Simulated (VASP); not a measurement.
The system is AgBr.

```
CELL_PARAMETERS angstrom
0.00000 2.89217 2.89217
2.89217 0.00000 2.89217
2.89217 2.89217 0.00000
ATOMIC_POSITIONS crystal
Ag 0.00000 0.00000 0.00000
Br 0.50000 0.50000 0.50000
```

Program: VASP 6.6.1. Alike in all runs: task electric field gradients; potentials or basis VASP PAW PBE potentials, release 64 (Ag, Br); no spin polarisation; cell as given; smearing fermi-dirac 0.02 eV.

Problem. Order these runs on this cell by their band gap on the k mesh, lowest first.
A. level PBE; k mesh 7 × 7 × 7; cutoff (eV) 400
B. level r2SCAN; k mesh 7 × 7 × 7; cutoff (eV) 440
C. level PBEsol; k mesh 7 × 7 × 7; cutoff (eV) 400
D. level r2SCAN; k mesh 7 × 7 × 7, shifted; cutoff (eV) 440

Solution. C (0.58 eV), A (0.75 eV), B (1.32 eV), D (1.54 eV).

A k mesh can miss the band edges.
